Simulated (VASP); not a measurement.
# HfN (F-43m) in VASP: a series of runs, part 2 of 2

VASP 6.6.1. The steps go on from the part before.

**4. Single point, HSE06**

This run uses another cell than the first one, of 15.38 Å³/atom.

File POSCAR:

```
HfN
1.0
    0.0000000000      2.4871259940      2.4871259940
    2.4871259940      0.0000000000      2.4871259940
    2.4871259940      2.4871259940      0.0000000000
Hf N
1 1
Direct
    0.0000000000      0.0000000000      0.0000000000
    0.2500000000      0.2500000000      0.2500000000
```

File INCAR.step1:

```
SYSTEM = HfN
PREC = Accurate
ENCUT = 520
EDIFF = 1E-5
ISMEAR = -1
SIGMA = 0.05
LREAL = .FALSE.
LASPH = .TRUE.
NELM = 100
ALGO = Normal
ISIF = 2
LWAVE = .TRUE.
NBANDS = 14
GGA = PE
```

File INCAR.step2:

```
SYSTEM = HfN
PREC = Accurate
ENCUT = 520
EDIFF = 1E-6
ISMEAR = -1
SIGMA = 0.05
LREAL = .FALSE.
LASPH = .TRUE.
NELM = 100
ALGO = Normal
ISIF = 2
LWAVE = .FALSE.
LCHARG = .TRUE.
GGA = PE
LHFCALC = .TRUE.
HFSCREEN = 0.2079
PRECFOCK = Normal
LELF = .TRUE.
LVHAR = .TRUE.
NBANDS = 14
ISTART = 1
```

File KPOINTS:

```
Automatic mesh
0
G
  6 6 6
  0 0 0
```

Potentials or basis: VASP PAW PBE potentials, release 64 (Hf_pv, N).

Launch:

```bash
> cat potpaw_PBE.64/Hf_pv/POTCAR potpaw_PBE.64/N/POTCAR > POTCAR
> cp INCAR.step1 INCAR
> mpirun -np 1 vasp_std > vasp.out
> cp INCAR.step2 INCAR
> mpirun -np 1 vasp_std > vasp.out
```

OUTCAR:

```text
SYSTEM = HfN
   PREC = Accurate
   ENCUT = 520
   EDIFF = 1E-6
   ISMEAR = -1
   LREAL = .FALSE.
   LASPH = .TRUE.
   NELM = 100
   ISIF = 2
   GGA = PE
   LHFCALC = .TRUE.
   HFSCREEN = 0.2079
   PRECFOCK = Normal
   ISTART = 1

 ion  position               nearest neighbor table
   1  0.000  0.000  0.000-   2 2.15   2 2.15   2 2.15   2 2.15
   2  0.250  0.250  0.250-   1 2.15   1 2.15   1 2.15   1 2.15

  LATTYP: Found a face centered cubic cell.
 ALAT       =     4.9742519880

  Lattice vectors:

 A1 = (   0.0000000000,   2.4871259940,   2.4871259940)
 A2 = (   2.4871259940,   0.0000000000,   2.4871259940)
 A3 = (   2.4871259940,   2.4871259940,   0.0000000000)

Analysis of symmetry for initial positions (statically):
=====================================================================
 Subroutine PRICEL returns:
 Original cell was already a primitive cell.

 Routine SETGRP: Setting up the symmetry group for a
 face centered cubic supercell.

 Subroutine GETGRP returns: Found 24 space group operations
 (whereof 24 operations were pure point group operations)
 out of a pool of 48 trial point group operations.

The static configuration has the point symmetry T_d .

Analysis of symmetry for dynamics (positions and initial velocities):
=====================================================================
 Subroutine PRICEL returns:
 Original cell was already a primitive cell.

 Routine SETGRP: Setting up the symmetry group for a
 face centered cubic supercell.

 Subroutine GETGRP returns: Found 24 space group operations
 (whereof 24 operations were pure point group operations)
 out of a pool of 48 trial point group operations.

The dynamic configuration has the point symmetry T_d .

 Subroutine INISYM returns: Found 24 space group operations
 (whereof 24 operations are pure point group operations),
 and found     1 'primitive' translations

----------------------------------------------------------------------------------------

                                     Primitive cell

  volume of cell :      30.7697

  direct lattice vectors                    reciprocal lattice vectors
     0.000000000  2.487125994  2.487125994    -0.201035252  0.201035252  0.201035252
     2.487125994  0.000000000  2.487125994     0.201035252 -0.201035252  0.201035252
     2.487125994  2.487125994  0.000000000     0.201035252  0.201035252 -0.201035252

  length of vectors
     3.517327312  3.517327312  3.517327312     0.348203270  0.348203270  0.348203270

  position of ions in fractional coordinates (direct lattice)
     0.000000000  0.000000000  0.000000000
     0.250000000  0.250000000  0.250000000

  ion indices of the primitive-cell ions
   primitive index   ion index
                 1           1
                 2           2

----------------------------------------------------------------------------------------

 KPOINTS: Automatic mesh

Automatic generation of k-mesh.
 Grid dimensions read from file:
 generate k-points for:    6    6    6

 Generating k-lattice:

  Cartesian coordinates                     Fractional coordinates (reciprocal lattice)
[... 39 lines left out ...]
   NGX,Y,Z   is equivalent  to a cutoff of  13.23, 13.23, 13.23 a.u.
   NGXF,Y,Z  is equivalent  to a cutoff of  26.47, 26.47, 26.47 a.u.
 SYSTEM =  HfN
   PREC   = accura    normal or accurate (medium, high low for compatibility)
   ISTART =      1    job   : 0-new  1-cont  2-samecut
   ICHARG =      0    charge: 1-file 2-atom 10-const
   ISPIN  =      1    spin polarized calculation?
   LNONCOLLINEAR =      F non collinear calculations
   LSORBIT =      F    spin-orbit coupling
   LASPH  =      T    aspherical Exc in radial PAW
   ENCUT  =  520.0 eV  38.22 Ry    6.18 a.u.   6.54  6.54  6.54*2*pi/ulx,y,z
   NELM   =    100;   NELMIN=  2; NELMDL=  0     # of ELM steps
   EDIFF  = 0.1E-05   stopping-criterion for ELM
   LREAL  =      F    real-space projection
   EDIFFG = 0.1E-04   stopping-criterion for IOM
   NSW    =      0    number of steps for IOM
   IBRION =     -1    ionic relax: 0-MD 1-quasi-New 2-CG
   NFREE  =      0    steps in history (QN), initial steepest desc. (CG)
   ISIF   =      2    stress and relaxation
   ISYM   =      3    0-nonsym 1-usesym 2-fastsym
   POTIM  = 0.5000    time-step for ionic-motion
   TEBEG  =    0.0;   TEEND  =   0.0 temperature during run
   PSTRESS=    0.0 pullay stress
   NELECT =      15.0000    total number of electrons
   NUPDOWN=      -1.0000    fix difference up-down
   EMIN   =  10.00;   EMAX   =-10.00  energy-range for DOS
   EFERMI =   0.00;   METHOD = LEGACY
   ISMEAR =    -1;   SIGMA  =   0.05  broadening in eV -4-tet -1-fermi 0-gaus
   EFERMI_NEDOS =   21; number of points for ismear=-14 and -15
   IALGO  =     38    algorithm
   IMIX   =      1    mixing-type and parameters
     AMIX     =   0.40;   BMIX     =  1.00
     AMIX_MAG =   1.60;   BMIX_MAG =  1.00
  volume/ion in A,a.u.               =      15.38       103.82
  Fermi-wavevector in a.u.,A,eV,Ry     =   1.288440  2.434798 22.586720  1.660077
  Thomas-Fermi vector in A             =   2.420393
   LORBIT       =      0    0 simple, 1 ext, 2 COOP (PROOUT), +10 PAW based schemes
   GGA     = PE    functional components
   LHFCALC =     T    Hartree Fock is set to
   PRECFOCK=normal    Normal, Fast or Accurate (Low or Medium for compatibility)
   ENCUT4O =  -1.0   cutoff for four orbital integrals eV
   NKREDX  =     1    reduce k-point grid by
   NKREDY  =     1    reduce k-point grid by
   NKREDZ  =     1    reduce k-point grid by
   AEXX    =    0.2500 exact exchange contribution
   HFSCREEN=    0.2079 screening length (either q_TF or 0.3 A-1)
   HFSCREENC=   0.2079 screening length for correlation (either q_TF or 0.3 A-1)
   ENCUTFOCK=  -1.0 apply spherical cutoff to Coloumb kernel
   IVDW    =     0    specifies the selected vdW correction
   LEPSILON=     F    determine dielectric tensor
   LRPA    =     F    only Hartree local field effects (RPA)
 non-spin polarized calculation
  energy-cutoff  :      520.00
  volume of cell :       30.77
 maximum number of plane-waves:       869
 NGX is ok and might be reduce to    28
  NGX = 20; NGY = 20; NGZ = 20

 number of electron      14.9999998 magnetization

 Free energy of the ion-electron system (eV)
  ---------------------------------------------------
  ext. energy  EPLUGINS =         0.00000000
  ---------------------------------------------------
  free energy    TOTEN  =       -24.62591921 eV

  energy without entropy =      -24.62203711  energy(sigma->0) =      -24.62397816

 E-fermi :   5.8549     XC(G=0):  -9.0989

 val. band max:        5.3712373708   @ k =   0.5000   0.3333   0.1667
 cond. band min:       6.0085420452   @ k =   0.5000   0.1667   0.0000
 fundamental gap:      0.6373046744
 Fermi energy:         5.8549403735

 k-point     1 :       0.0000    0.0000    0.0000
  band No.  band energies     occupation
      1     -28.2164      2.00000
      2     -28.2164      2.00000
      3     -28.2164      2.00000
      4     -12.7070      2.00000
      5      -0.7948      2.00000
      6      -0.7948      2.00000
      7      -0.7948      2.00000
      8       4.8461      2.00000
      9       8.2605      0.00000
     10       8.2605      0.00000
     11      12.5795      0.00000
     12      12.5795      0.00000
     13      12.5795      0.00000
     14      18.8225      0.00000
[... 241 lines left out ...]
      1     -28.6284      2.00000
      2     -28.4416      2.00000
      3     -28.3813      2.00000
      4     -11.2452      2.00000
      5      -1.5479      2.00000
      6       0.1671      2.00000
      7       1.0777      2.00000
      8       3.9715      2.00000
      9       7.4296      0.00000
     10       9.6651      0.00000
     11      10.7433      0.00000
     12      12.1470      0.00000
     13      16.0775      0.00000
     14      16.6796      0.00000

------------------------ aborting loop because EDIFF is reached ----------------------------------------

  FORCE on cell =-STRESS in cart. coord.  units (eV):
  Direction    XX          YY          ZZ          XY          YZ          ZX
  --------------------------------------------------------------------------------------
  -------------------------------------------------------------------------------------
  Total       -2.2526739     -2.2526739     -2.2526739      0.0000000     -0.0000000     -0.0000000
  in kB     -117.2966328   -117.2966328   -117.2966328      0.0000000     -0.0000000     -0.0000000
  external PRESSURE =    -117.2966328 kB  Pullay stress =       0.0000000 kB

 VOLUME and BASIS-vectors are now :
 -----------------------------------------------------------------------------
  energy-cutoff  :      520.00
  volume of cell :       30.77
      direct lattice vectors                 reciprocal lattice vectors
     0.000000000  2.487125994  2.487125994    -0.201035252  0.201035252  0.201035252
     2.487125994  0.000000000  2.487125994     0.201035252 -0.201035252  0.201035252
     2.487125994  2.487125994  0.000000000     0.201035252  0.201035252 -0.201035252

 POSITION                                       TOTAL-FORCE (eV/Angst)
 -----------------------------------------------------------------------------------
      0.00000      0.00000      0.00000        -0.000000     -0.000000     -0.000000
      1.24356      1.24356      1.24356         0.000000      0.000000      0.000000
 -----------------------------------------------------------------------------------
    total drift:                               -0.000000     -0.000000     -0.000000

  FREE ENERGIE OF THE ION-ELECTRON SYSTEM (eV)
  ---------------------------------------------------
  free  energy   TOTEN  =       -24.6259192051 eV

  energy  without entropy=      -24.6220371118  energy(sigma->0) =      -24.62397816
```

Wall time 16 min (1 thread of Intel Xeon 6975P-C (Granite Rapids), shared host); peak memory 0.27 GiB.

Results:

```yaml
Free_energy: -24.6259 eV
Pressure: -11.7 GPa
Band_gap_on_the_k_mesh: zero (an odd number of electrons rules out a gap without spin polarisation)
```

Caveat: the k points lie up to 0.36 Å⁻¹ apart, too coarse for converged energies and pressures of a metal; the PAW data sets were made with another functional, which shifts forces and pressure a little; spin-orbit coupling is left out, which moves the levels of the heavy elements.

**5. Single point, HSE06**

This run uses another cell than the first one, of 15.68 Å³/atom.

File POSCAR:

```
HfN
1.0
    0.0000000000      2.5029679880      2.5029679880
    2.5029679880      0.0000000000      2.5029679880
    2.5029679880      2.5029679880      0.0000000000
Hf N
1 1
Direct
    0.0000000000      0.0000000000      0.0000000000
    0.2500000000      0.2500000000      0.2500000000
```

File INCAR.step1:

```
ALGO = Normal
EDIFF = 1E-5
ENCUT = 520
GGA = PE
ISIF = 2
ISMEAR = -1
LASPH = True
LREAL = False
LWAVE = True
NBANDS = 14
NELM = 80
PREC = Accurate
SIGMA = 0.05
```

File INCAR.step2:

```
ALGO = Normal
EDIFF = 1E-6
ENCUT = 520
GGA = PE
HFSCREEN = 0.2079
ISIF = 2
ISMEAR = -1
ISTART = 1
LASPH = True
LCHARG = True
LELF = True
LHFCALC = True
LREAL = False
LVHAR = True
LWAVE = False
NBANDS = 14
NELM = 80
PREC = Accurate
PRECFOCK = Normal
SIGMA = 0.05
```

File KPOINTS:

```
k-points
0
Gamma
  6 6 6
```

Launch:

```bash
> cat potpaw_PBE.64/Hf_pv/POTCAR potpaw_PBE.64/N/POTCAR > POTCAR
> cp INCAR.step1 INCAR
> mpirun -np 1 vasp_std > vasp.out
> cp INCAR.step2 INCAR
> mpirun -np 1 vasp_std > vasp.out
```

Wall time 14 min (1 thread of Intel Xeon 6975P-C (Granite Rapids), shared host); peak memory 0.26 GiB.

It converged, with:

```
Free energy            : -24.5774 eV
Pressure               : -14.7 GPa
Band gap on the k mesh : zero (an odd number of electrons rules out a gap without spin polarisation)
```

Levels at points of the mesh, in eV from the Fermi level:
```csv
k point,band 3,band 4,band 5,band 6,band 7,band 8,band 9,band 10,band 11,band 12
"(0.00, 0.00, 0.00)",-34.14,-18.45,-6.55,-6.55,-6.55,-1.05,2.36,2.36,6.60,6.60
"(0.50, 0.00, 0.00)",-34.20,-17.41,-7.02,-5.94,-5.94,1.33,2.81,2.81,4.13,5.13
"(0.50, 0.50, 0.00)",-34.29,-17.06,-8.00,-4.78,-4.78,-1.79,2.22,4.15,4.51,4.51
```

Caveat: the k points lie up to 0.36 Å⁻¹ apart, too coarse for converged energies and pressures of a metal; the PAW data sets were made with another functional, which shifts forces and pressure a little; spin-orbit coupling is left out, which moves the levels of the heavy elements.

**6. Overview**

```csv
level,cell,screening parameter,gap on the mesh (eV),pressure (GPa)
PBE0,"a = 3.472 Å, angles 60.0°, 2 atoms",-,none,-4.8
HSE06,"a = 3.495 Å, angles 60.0°, 2 atoms",0.2079 1/Å,none,-8.4
HSE06,"a = 3.517 Å, angles 60.0°, 2 atoms",0.2079 1/Å,none,-11.7
HSE06,"a = 3.540 Å, angles 60.0°, 2 atoms",0.2079 1/Å,none,-14.7
```

Alike in all rows: task single point; potentials or basis VASP PAW PBE potentials, release 64 (Hf_pv, N); no spin polarisation; k mesh 6 × 6 × 6; cutoff (eV) 520; smearing fermi-dirac 0.05 eV.

Caveats: all runs use coarse meshes; the PAW data sets were made with another functional, which shifts forces and pressure a little; spin-orbit coupling is left out, which moves the levels of the heavy elements.

Total energies depend on the potentials used, so only differences within one code and one set of settings carry meaning.
